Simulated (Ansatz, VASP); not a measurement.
## Two plane-wave programs on SnO2

Contents of POSCAR:

```
SnO2
1.0
    1.5524093522      0.8962839574      4.6085688806
   -1.5524093522      0.8962839574      4.6085688806
    0.0000000000     -1.7925679148      4.6085688806
Sn O
1 2
Direct
    0.5000000000      0.5000000000      0.5000000000
    0.2371700000      0.2371700000      0.2371700000
    0.7628300000      0.7628300000      0.7628300000
```

Contents of INCAR.step1:

```
SYSTEM = SnO2
PREC = Accurate ; ENCUT = 520
ISMEAR = 0 ; SIGMA = 0.05
LREAL = .FALSE. ; LASPH = .TRUE.
NELM = 100 ; NBANDS = 20
GGA = PE ; ALGO = Normal
EDIFF = 1E-4 ; LWAVE = .TRUE.
LCHARG = .FALSE.
```

INCAR.step2

```
SYSTEM = SnO2
PREC = Accurate ; ENCUT = 520
EDIFF = 1E-6 ; ISMEAR = 0
SIGMA = 0.05 ; LREAL = .FALSE.
LASPH = .TRUE. ; NELM = 100
ALGO = Normal ; ISIF = 2
LWAVE = .FALSE. ; LCHARG = .TRUE.
METAGGA = R2SCAN ; LMIXTAU = .TRUE.
LELF = .TRUE. ; LVHAR = .TRUE.
NBANDS = 20 ; ISTART = 1
```

Contents of KPOINTS:

```
Automatic mesh
0
G
  12 12 12
  0 0 0
```

Input for Ansatz:

```yaml
crystal:
  lattice:
    - [1.5524093522, 0.8962839574, 4.6085688806]
    - [-1.5524093522, 0.8962839574, 4.6085688806]
    - [0.0, -1.7925679148, 4.6085688806]
  atoms:
    - { symbol: Sn, position: [0.5, 0.5, 0.5] }
    - { symbol: O, position: [0.23717, 0.23717, 0.23717] }
    - { symbol: O, position: [0.76283, 0.76283, 0.76283] }
basis:
  ecutwfc: 500
kpoints:
  mp_grid: { grid: [12, 12, 12] }
hamiltonian:
  xc: r2scan
scf:
  occupations: { method: gaussian, width: 0.05 }
output:
  forces: true
  stress: true
  eigenvalues: true
```

Change from the starting cell: strain -0.040 along x and y, -0.040 along z, atoms carried along.

Alike in both runs: task single point; functional r2SCAN; k mesh 12 × 12 × 12; occupations gaussian, width 0.05 eV; no spin polarisation.

|  | VASP | Ansatz |
| --- | --- | --- |
| version | VASP 6.6.1 | Ansatz 0.2.0 |
| potentials or method | VASP PAW PBE potentials, release 64 (Sn_d, O), cutoff 520 eV | scalar-relativistic, plane waves, PAW |
| valence electrons in the cell | 26 | 26 |

|  | VASP | Ansatz | Ansatz less VASP |
| --- | --- | --- | --- |
| gap on the k mesh at the Fermi level (eV) | 3.39 | 3.39 | -0.004 |
| least direct gap on the mesh (eV) | 3.64 | 3.63 | -0.009 |
| pressure (GPa) | 16.8 | 15.3 | -1.48 |
| traceless stress, the component that is largest in VASP (GPa) | -9.11 | -8.24 | +0.866 |
| rms of the force components (eV/Å) | 0.496 | 0.444 | -0.0522 |

VASP's potentials were made for PBE, not for r2SCAN. Atom by atom the forces differ by 0.052 eV/Å (rms over components). With one functional, cell and mesh, what is left measures potentials, basis and numerics.
